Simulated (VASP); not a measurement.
Here is a VASP 6.6.1 calculation.

File INCAR:

```
  ALGO = Normal
  EDIFF = 1E-6
  ENCUT = 520
  GGA = PS
  ISIF = 2
  ISMEAR = 0
  LASPH = T
  LCHARG = F
  LREAL = F
  LWAVE = F
  NBANDS = 56
  NELM = 60
  PREC = Accurate
  SIGMA = 0.1
```

The input KPOINTS:

```
k-points
0
Gamma
  4 4 4
```

The input POSCAR:

```
HfO2
1.0
    5.2194633600      0.0000000000      0.0000000000
    0.0000000000      5.0047636900      0.0000000000
    0.0000000000      0.0000000000      5.0326850500
Hf O
4 8
Direct
    0.0330060000      0.2674791800      0.2414403500
    0.4669940000      0.2674791800      0.7414403500
    0.5330060000      0.7325208200      0.2414403500
    0.9669940000      0.7325208200      0.7414403500
    0.3678725500      0.0713546000      0.3792672600
    0.1321274500      0.0713546000      0.8792672600
    0.7339485200      0.4601169500      0.4922923900
    0.7660514800      0.4601169500      0.9922923900
    0.2660514800      0.5398830500      0.9922923900
    0.2339485200      0.5398830500      0.4922923900
    0.8678725500      0.9286454000      0.3792672600
    0.6321274500      0.9286454000      0.8792672600
```

Potentials or basis: VASP PAW PBE potentials, release 64 (Hf_pv, O).

Command:

```console
$ cat potpaw_PBE.64/Hf_pv/POTCAR potpaw_PBE.64/O/POTCAR > POTCAR
$ mpirun -np 1 vasp_std > vasp.out
```

(1) Predict the pressure.

(2) What does it give for the band gap on the k mesh?

Results:

(1) -1.5 GPa.

(2) 4.36 eV (least direct gap 4.55 eV).

Caveat: the PAW data sets were made with another functional, which shifts forces and pressure a little; spin-orbit coupling is left out, which moves the levels of the heavy elements.
